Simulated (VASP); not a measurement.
Here is a VASP 6.6.1 calculation.

Contents of POSCAR:

```
NaF
1.0
    0.0000000000      2.3201397650      2.2887504660
    2.3201397650      0.0000000000      2.2887504660
    2.3201397650      2.3201397650      0.0000000000
Na F
1 1
Direct
    0.0000000000      0.0000000000      0.0000000000
    0.5000000000      0.5000000000      0.5000000000
```

INCAR.step1

```
PREC = Accurate
ENCUT = 520
ISMEAR = 0
SIGMA = 0.01
LREAL = F
LASPH = T
NELM = 60
NBANDS = 14
GGA = PE
ALGO = Normal
EDIFF = 1E-4
LWAVE = T
LCHARG = F
```

File INCAR.step2:

```
PREC = Accurate
ENCUT = 520
EDIFF = 1E-7
ISMEAR = 0
SIGMA = 0.01
LREAL = F
LASPH = T
NELM = 60
ALGO = Normal
ISIF = 2
LWAVE = F
LCHARG = F
METAGGA = R2SCAN
LMIXTAU = T
NBANDS = 14
ISTART = 1
```

The input KPOINTS:

```
regular mesh
0
Gamma
  10 10 10
```

Potentials or basis: VASP PAW PBE potentials, release 64 (Na_pv, F).

Launch:

```sh
$ cat potpaw_PBE.64/Na_pv/POTCAR potpaw_PBE.64/F/POTCAR > POTCAR
$ cp INCAR.step1 INCAR
$ mpirun -np 1 vasp_std > vasp.out
$ cp INCAR.step2 INCAR
$ mpirun -np 1 vasp_std > vasp.out
```

(1) Estimate the band gap on the k mesh.

(2) Predict the pressure.

Answers

(1) 7.23 eV, direct.

(2) -1.5 GPa.

Caveat: the cell differs from its parent crystal (epitaxial xy strain +1.0%); the PAW data sets were made with another functional, which shifts forces and pressure a little.
